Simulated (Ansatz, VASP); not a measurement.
Al8H in VASP and in Ansatz

```
Al H
1.0
     5.71352    0.00000    0.00000
     0.00000    8.08013    0.00000
     0.00000    0.00000   22.24328
Al H
16 2
Direct
  0.25000 0.25000 0.17983
  0.25000 0.75000 0.17983
  0.75000 0.25000 0.17983
  0.75000 0.75000 0.17983
  0.00000 0.00000 0.24405
  0.00000 0.50000 0.24405
  0.50000 0.00000 0.24405
  0.50000 0.50000 0.24405
  0.25000 0.25000 0.31026
  0.25000 0.75000 0.31026
  0.75000 0.25000 0.31026
  0.75000 0.75000 0.31026
  0.00000 0.00000 0.37060
  0.00000 0.50000 0.37060
  0.50000 0.00000 0.37060
  0.50000 0.50000 0.37060
  0.25000 0.11170 0.40521
  0.25000 0.38830 0.40521
```

Alike in both runs: task single point; functional PBE; k mesh 5 × 4 × 1; occupations gaussian, width 0.1 eV; no spin polarisation.

```csv
,VASP,Ansatz
version,VASP 6.6.1,Ansatz 0.2.0
potentials or method,"VASP PAW PBE potentials, release 64 (Al, H), cutoff 520 eV","scalar-relativistic, plane waves, PAW"
valence electrons in the cell,50,50
```

```csv
,VASP,Ansatz,Ansatz less VASP
gap on the k mesh at the Fermi level (eV),none,none,-
rms of the force components (eV/Å),0.171,0.171,+0.0003
"work function, face that differs most (eV)",4.04,4.04,-0.004
```

Atom by atom the forces differ by 0.002 eV/Å (rms over components). A gap of «none» marks a metal or a gap that the smearing closes. The functional is the same, so the differences come from potentials, cutoffs and numerics.
